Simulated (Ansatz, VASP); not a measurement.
Two plane-wave programs on AlN

The input INCAR:

```
SYSTEM = AlN
PREC = Accurate
ENCUT = 520
EDIFF = 1E-6
ISMEAR = 0
SIGMA = 0.01
LREAL = .FALSE.
LASPH = .TRUE.
NELM = 100
ALGO = Normal
ISIF = 2
LWAVE = .FALSE.
LCHARG = .TRUE.
GGA = PE
LELF = .TRUE.
LVHAR = .TRUE.
NBANDS = 16
```

KPOINTS

```
regular mesh
0
G
  9 9 4
  0 0 0
```

Contents of POSCAR:

```
AlN
1.0
    2.7974251809      0.0000000000      0.0000000000
   -1.3987125904      2.4226412718      0.0000000000
    0.0000000000      0.0000000000      4.7834170387
Al N
2 2
Direct
    0.0000000000      0.0000000000      0.0000000000
    0.0000000000      0.0000000000      0.5000000000
    0.3333333333      0.6666666667      0.2500000000
    0.6666666667      0.3333333333      0.7500000000
```

Input for Ansatz:

```yaml
crystal:
  lattice:
    - [2.7974251809, 0.0, 0.0]
    - [-1.3987125904, 2.4226412718, 0.0]
    - [0.0, 0.0, 4.7834170387]
  atoms:
    - { symbol: Al, position: [0.0, 0.0, 0.0] }
    - { symbol: Al, position: [0.0, 0.0, 0.5] }
    - { symbol: "N", position: [0.3333333333, 0.6666666667, 0.25] }
    - { symbol: "N", position: [0.6666666667, 0.3333333333, 0.75] }
kpoints:
  mp_grid: { grid: [9, 9, 4] }
hamiltonian:
  xc: pbe
scf:
  occupations: { method: fixed }
  n_extra_bands: 5
output:
  forces: true
  stress: true
  eigenvalues: true
```

Alike in both runs: task single point; functional PBE; k mesh 9 × 9 × 4; no spin polarisation.

|  | VASP | Ansatz |
| --- | --- | --- |
| version | VASP 6.6.1 | Ansatz 0.2.0 |
| potentials or method | VASP PAW PBE potentials, release 64 (Al, N) | plane waves, PAW |
| plane-wave cutoff (eV) | 520 | 420 |
| occupations | gaussian, width 0.01 eV | fixed |
| valence electrons in the cell | 16 | 16 |

VASP gave:

* gap on the k mesh at the Fermi level (eV): 5.35
* pressure (GPa): 16.5
* traceless stress, the component that is largest in VASP (GPa): 1.77

Problem. What did Ansatz give for the same quantities?

Solution. gap on the k mesh at the Fermi level (eV): 5.37; pressure (GPa): 16.9; traceless stress, the component that is largest in VASP (GPa): 1.86.
